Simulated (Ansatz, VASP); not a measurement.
# KMgF3: VASP beside Ansatz

Contents of INCAR:

```
PREC = Accurate ; ENCUT = 520
EDIFF = 1E-6 ; ISMEAR = 0
SIGMA = 0.05 ; LREAL = False
LASPH = True ; NELM = 60
ALGO = Normal ; ISIF = 2
LWAVE = False ; LCHARG = False
GGA = PS ; NBANDS = 24
```

Contents of KPOINTS:

```
regular mesh
0
Gamma
  6 6 6
```

File POSCAR:

```
KMgF3
1.0
    4.0456885000      0.0000000000      0.0000000000
    0.0000000000      4.0456885000      0.0000000000
    0.0000000000      0.0000000000      3.9859000000
K Mg F
1 1 3
Direct
    0.5000000000      0.5000000000      0.5000000000
    0.0000000000      0.0000000000      0.0000000000
    0.5000000000      0.0000000000      0.0000000000
    0.0000000000      0.5000000000      0.0000000000
    0.0000000000      0.0000000000      0.5000000000
```

Input for Ansatz:

```yaml
crystal:
  lattice:
    - [4.0456885, 0.0, 0.0]
    - [0.0, 4.0456885, 0.0]
    - [0.0, 0.0, 3.9859]
  atoms:
    - { symbol: K, position: [0.5, 0.5, 0.5] }
    - { symbol: Mg, position: [0.0, 0.0, 0.0] }
    - { symbol: F, position: [0.5, 0.0, 0.0] }
    - { symbol: F, position: [0.0, 0.5, 0.0] }
    - { symbol: F, position: [0.0, 0.0, 0.5] }
basis:
  ecutwfc: 420
kpoints:
  mp_grid: { grid: [6, 6, 6] }
hamiltonian:
  xc: pbesol
scf:
  occupations: { method: gaussian, width: 0.05 }
output:
  forces: true
  stress: true
  eigenvalues: true
```

Change from the starting cell: strain +0.015 along x and y, +0.000 along z, atoms carried along.

Alike in both runs: task single point; functional PBEsol; k mesh 6 × 6 × 6; occupations gaussian, width 0.05 eV; no spin polarisation.

```csv
,VASP,Ansatz
version,VASP 6.6.1,Ansatz 0.2.0
potentials or method,"VASP PAW PBE potentials, release 64 (K_sv, Mg, F), cutoff 520 eV","scalar-relativistic, plane waves, PAW"
valence electrons in the cell,32,40
```

|  | VASP | Ansatz | Ansatz less VASP |
| --- | --- | --- | --- |
| gap on the k mesh at the Fermi level (eV) | 6.90 | 6.93 | +0.024 |
| least direct gap on the mesh (eV) | 7.23 | 7.25 | +0.022 |
| pressure (GPa) | -2.1 | -1.7 | +0.40 |
| traceless stress, the component that is largest in VASP (GPa) | 0.89 | 0.89 | +0.003 |

VASP's potentials were made for PBE, not for PBEsol. The functional is the same, so the differences come from potentials, cutoffs and numerics. VASP's potentials hold 32 valence electrons a cell and Ansatz's 40, so a difference there can come from the potentials and not from the codes.
